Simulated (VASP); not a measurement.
# MoS2 (P-3m1) in VASP: notebook, part 2 of 2

VASP 6.6.1. The steps go on from the part before.

## 4. Single point, PBE+D3(BJ)

This run uses another cell than the first one, of 15.44 Å³/atom.

Input file INCAR:

```
ALGO = Normal
EDIFF = 1E-6
ENCUT = 520
GGA = PE
ISIF = 2
ISMEAR = 0
IVDW = 12
LASPH = True
LCHARG = False
LREAL = False
LWAVE = False
NBANDS = 35
NELM = 60
PREC = Accurate
SIGMA = 0.05
```

Input file KPOINTS:

```
k-points
0
Gamma
  12 12 4
```

Input file POSCAR:

```
MoS2
1.0
    3.1179000000      0.0000000000      0.0000000000
   -1.5589500000      2.7001806064      0.0000000000
    0.0000000000      0.0000000000     11.0072000000
Mo S
2 4
Direct
    0.6666666667      0.3333333333      0.2501439769
    0.3333333333      0.6666666667      0.7498560231
    0.3333333333      0.6666666667      0.3795985159
    0.6666666667      0.3333333333      0.8793132861
    0.3333333333      0.6666666667      0.1206867139
    0.6666666667      0.3333333333      0.6204014841
```

Potentials or basis: VASP PAW PBE potentials, release 64 (Mo_sv, S).

On the command line:

```
$ cat potpaw_PBE.64/Mo_sv/POTCAR potpaw_PBE.64/S/POTCAR > POTCAR
$ mpirun -np 1 vasp_std > vasp.out
```

OUTCAR:

```text
EDIFF = 1E-6
   ENCUT = 520
   GGA = PE
   ISIF = 2
   ISMEAR = 0
   IVDW = 12
   LASPH = True
   LREAL = False
   NELM = 60
   PREC = Accurate
 IVDW          = 12

 ion  position               nearest neighbor table
   1  0.667  0.333  0.250-   3 2.30   3 2.30   3 2.30   5 2.30   5 2.30   5 2.30
   2  0.333  0.667  0.750-   6 2.30   6 2.30   6 2.30   4 2.30   4 2.30   4 2.30
   3  0.333  0.667  0.380-   1 2.30   1 2.30   1 2.30
   4  0.667  0.333  0.879-   2 2.30   2 2.30   2 2.30
   5  0.333  0.667  0.121-   1 2.30   1 2.30   1 2.30
   6  0.667  0.333  0.620-   2 2.30   2 2.30   2 2.30

  LATTYP: Found a hexagonal cell.
 ALAT       =     3.1179000000
 C/A-ratio  =     3.5303248982

  Lattice vectors:

 A1 = (   3.1179000000,   0.0000000000,   0.0000000000)
 A2 = (  -1.5589500000,   2.7001806064,   0.0000000000)
 A3 = (   0.0000000000,   0.0000000000,  11.0072000000)

Analysis of symmetry for initial positions (statically):
=====================================================================
 Subroutine PRICEL returns:
 Original cell was already a primitive cell.

 Routine SETGRP: Setting up the symmetry group for a
 hexagonal supercell.

 Subroutine GETGRP returns: Found 12 space group operations
 (whereof 12 operations were pure point group operations)
 out of a pool of 24 trial point group operations.

The static configuration has the point symmetry D_3d.

Analysis of symmetry for dynamics (positions and initial velocities):
=====================================================================
 Subroutine PRICEL returns:
 Original cell was already a primitive cell.

 Routine SETGRP: Setting up the symmetry group for a
 hexagonal supercell.

 Subroutine GETGRP returns: Found 12 space group operations
 (whereof 12 operations were pure point group operations)
 out of a pool of 24 trial point group operations.

[... 128 lines left out ...]
     AMIX_MAG =   1.60;   BMIX_MAG =  1.00
  volume/ion in A,a.u.               =      15.44       104.23
  Fermi-wavevector in a.u.,A,eV,Ry     =   1.350305  2.551707 24.807837  1.823325
  Thomas-Fermi vector in A             =   2.477821
   LORBIT       =      0    0 simple, 1 ext, 2 COOP (PROOUT), +10 PAW based schemes
   GGA     = PE    functional components
   LHFCALC =     F    Hartree Fock is set to
   AEXX    =    0.0000 exact exchange contribution
   IVDW    =    12    specifies the selected vdW correction
   LEPSILON=     F    determine dielectric tensor
   LRPA    =     F    only Hartree local field effects (RPA)
 non-spin polarized calculation
 Gauss-broadening in eV      SIGMA  =   0.05
  energy-cutoff  :      520.00
  volume of cell :       92.67
 maximum number of plane-waves:      2520
   NGX = 11   NGY = 11   NGZ = 41

 number of electron      52.0000002 magnetization

 Free energy of the ion-electron system (eV)
  ---------------------------------------------------
  ext. energy  EPLUGINS =         0.00000000
  ---------------------------------------------------
  free energy    TOTEN  =       -42.12217677 eV

  energy without entropy =      -42.12157140  energy(sigma->0) =      -42.12187408

 E-fermi :  10.1198     XC(G=0): -11.5983

 val. band max:       10.0821856379   @ k =   0.0000   0.0000   0.5000
 cond. band min:      10.1489481020   @ k =   0.3333   0.3333   0.0000
 fundamental gap:      0.0667624641
 Fermi energy:        10.1197519616

 k-point     1 :       0.0000    0.0000    0.0000
  band No.  band energies     occupation
      1     -51.9510      2.00000
      2     -51.9510      2.00000
      3     -26.1904      2.00000
      4     -26.1897      2.00000
      5     -25.9527      2.00000
      6     -25.9527      2.00000
[... 901 lines left out ...]
     34      12.5899      0.00000
     35      16.6010      0.00000

 [... further k-points ...]

------------------------ aborting loop because EDIFF is reached ----------------------------------------

 Edisp (eV)   -2.95569

 E8    (eV) :    -1.1923

  FORCE on cell =-STRESS in cart. coord.  units (eV):
  Direction    XX          YY          ZZ          XY          YZ          ZX
  --------------------------------------------------------------------------------------
  -------------------------------------------------------------------------------------
  Total       9.96378     9.96378    21.78976     0.00000    -0.00000     0.00000
  in kB     172.26735   172.26735   376.73080     0.00000    -0.00000     0.00000
  external pressure =      240.42 kB  Pullay stress =        0.00 kB

 VOLUME and BASIS-vectors are now :
 -----------------------------------------------------------------------------
  energy-cutoff  :      520.00
  volume of cell :       92.67
      direct lattice vectors                 reciprocal lattice vectors
     3.117900000  0.000000000  0.000000000     0.320728696  0.185172799  0.000000000
    -1.558950000  2.700180606  0.000000000     0.000000000  0.370345597  0.000000000
     0.000000000  0.000000000 11.007200000     0.000000000  0.000000000  0.090849626

 POSITION                                       TOTAL-FORCE (eV/Angst)
 -----------------------------------------------------------------------------------
      1.55895      0.90006      2.75338         0.000000     -0.000000     -0.002123
     -0.00000      1.80012      8.25382        -0.000000      0.000000      0.002123
     -0.00000      1.80012      4.17832        -0.000000      0.000000      3.220592
      1.55895      0.90006      9.67878         0.000000      0.000000      3.228498
     -0.00000      1.80012      1.32842        -0.000000     -0.000000     -3.228498
      1.55895      0.90006      6.82888         0.000000      0.000000     -3.220592
 -----------------------------------------------------------------------------------
    total drift:                               -0.000000      0.000000      0.000000

  FREE ENERGIE OF THE ION-ELECTRON SYSTEM (eV)
  ---------------------------------------------------
  free  energy   TOTEN  =       -45.0778691042 eV

  energy  without entropy=      -45.0772637298  energy(sigma->0) =      -45.07756642
```

OSZICAR:

```text
N       E                     dE             d eps       ncg     rms          rms(c)
DAV:   1     0.465522009057E+03    0.46552E+03   -0.29772E+04  5174   0.144E+03
DAV:   2    -0.216126967769E+02   -0.48713E+03   -0.47179E+03  5712   0.384E+02
DAV:   3    -0.442709545290E+02   -0.22658E+02   -0.22263E+02  5826   0.773E+01
DAV:   4    -0.446787897701E+02   -0.40784E+00   -0.40636E+00  5786   0.106E+01
DAV:   5    -0.446857919064E+02   -0.70021E-02   -0.70006E-02  5680   0.137E+00    0.456E+01
DAV:   6    -0.425248208803E+02    0.21610E+01   -0.96024E+00  5330   0.202E+01    0.159E+01
DAV:   7    -0.423361709105E+02    0.18865E+00   -0.31981E+00  5081   0.114E+01    0.101E+01
DAV:   8    -0.421210687583E+02    0.21510E+00   -0.61584E-01  5182   0.538E+00    0.317E+00
DAV:   9    -0.421280126472E+02   -0.69439E-02   -0.61569E-02  5712   0.125E+00    0.149E+00
DAV:  10    -0.421223629454E+02    0.56497E-02   -0.29789E-02  5281   0.109E+00    0.285E-01
DAV:  11    -0.421222093925E+02    0.15355E-03   -0.23916E-03  5254   0.334E-01    0.859E-02
DAV:  12    -0.421221636425E+02    0.45750E-04   -0.16546E-04  5387   0.831E-02    0.493E-02
DAV:  13    -0.421221775341E+02   -0.13892E-04   -0.67803E-05  5362   0.374E-02    0.389E-02
DAV:  14    -0.421221767716E+02    0.76251E-06   -0.32505E-06  5041   0.928E-03
   1 F= -.45077869E+02 E0= -.45077566E+02  d E =-.605374E-03
```

stdout:

```text
POSCAR found type information on POSCAR MoS
 POSCAR found :  2 types and       6 ions
 scaLAPACK will be used
 LDA part: xc-table for (Slater+PW92), standard interpolation
 POSCAR, INCAR and KPOINTS ok, starting setup
 FFT: planning ... GRIDC
 FFT: planning ... GRID_SOFT
 FFT: planning ... GRID
 WAVECAR not read
 entering main loop
```

It took 4.6 min on 1 thread of Intel Xeon 8259CL, shared host; peak memory 0.33 GiB.

What came out:

```yaml
Free_energy: -45.0779 eV
Pressure: 24.0 GPa
Largest_force: 3.228 eV/Å
Band_gap_on_the_k_mesh: zero (bands 26 and 27 overlap by 0.16 eV)
Dispersion_energy_per_atom: -0.493 eV
```

Forces in eV/Å, atoms in the order of the input:
```
Mo   0.000  0.000 -0.002
Mo   0.000  0.000  0.002
S    0.000  0.000  3.221
S    0.000  0.000  3.228
S    0.000  0.000 -3.228
S    0.000  0.000 -3.221
```

Caveat: the cell stands under pressure; forces of over 1 eV/Å act on the atoms, so gaps and moduli don't describe the material at rest.

## 5. Summary

| cell | gap on the mesh (eV) | pressure (GPa) | largest force (eV/Å) |
| --- | --- | --- | --- |
| a = 3.055, b = 3.055, c = 11.007 Å, angles 90.0, 90.0, 120.0°, 6 atoms | - | 34.7 | 3.95 |
| a = 3.086, b = 3.086, c = 11.007 Å, angles 90.0, 90.0, 120.0°, 6 atoms | none | 29.1 | 3.57 |
| a = 3.118, b = 3.118, c = 11.007 Å, angles 90.0, 90.0, 120.0°, 6 atoms | none | 24.0 | 3.23 |

Alike in all rows: task single point; level PBE+D3(BJ); potentials or basis VASP PAW PBE potentials, release 64 (Mo_sv, S); no spin polarisation; k mesh 12 × 12 × 4; cutoff (eV) 520; smearing gaussian 0.05 eV.

Caveats: the cell stands under pressure; forces of over 1 eV/Å act on the atoms, so gaps and moduli don't describe the material at rest.

Absolute energies hang on the potentials; compare differences alone.
